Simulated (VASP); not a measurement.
The system is GaN.

```
CELL_PARAMETERS angstrom
0.00000 2.28316 2.28316
2.28316 0.00000 2.28316
2.28316 2.28316 0.00000
ATOMIC_POSITIONS crystal
Ga 0.00000 0.00000 0.00000
N 0.25000 0.25000 0.25000
```

Base run:

```yaml
Program: VASP 6.6.1
Functional: PBE
Potentials_or_basis: VASP PAW PBE potentials, release 64 (Ga_d, N)
Cutoff: 520 eV
k_mesh: 10 × 10 × 10
Occupations: fermi-dirac, width 0.05 eV
Spin: non-collinear spin, zero start, spin-orbit coupling
Starting_moments: "[[0.0, 0.0, 0.0], [0.0, 0.0, 0.0]] μB"
```

Its results: pressure -1.9 GPa; net moment 0.00 μB per cell.

Problem. The run is repeated on the same cell with these changes: functional from PBE to LDA; potentials or basis from VASP PAW PBE potentials, release 64 (Ga_d, N) to VASP PAW LDA potentials, release 64 (Ga_d, N). What comes out?

Solution. Pressure -12.2 GPa; net moment 0.00 μB per cell.

Caveats: the cell stands under tension (at least some runs).
